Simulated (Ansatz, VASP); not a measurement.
## One calculation of SrWN2, two programs

```
Sr W N
1.0
     3.48561    0.00000    0.00000
    -1.74281    3.01863    0.00000
     0.00000    0.00000    5.40270
Sr W N
1 1 2
Direct
  0.00000 0.00000 0.00000
  0.00000 0.00000 0.50000
  0.33333 0.66667 0.25000
  0.66667 0.33333 0.75000
```

Alike in both runs: task single point; functional PBE; k mesh 6 × 6 × 4; occupations gaussian, width 0.1 eV; collinear spin.

```csv
,VASP,Ansatz
version,VASP 6.6.1,Ansatz 0.2.0
potentials or method,"VASP PAW PBE potentials, release 64 (Sr_sv, W_sv, N), cutoff 520 eV","scalar-relativistic, plane waves, PAW"
valence electrons in the cell,34,34
```

```csv
,VASP,Ansatz,Ansatz less VASP
gap on the k mesh at the Fermi level (eV),none,none,-
pressure (GPa),-4.1,-5.2,-1.06
"traceless stress, the component that is largest in VASP (GPa)",33.34,32.92,-0.419
rms of the force components (eV/Å),2.026,2.006,-0.0209
```

Atom by atom the forces differ by 0.021 eV/Å (rms over components). A gap of «none» marks a metal or a gap that the smearing closes. Ansatz's warnings: no starting moments, stability check not made.

Neither program's run includes spin-orbit coupling.
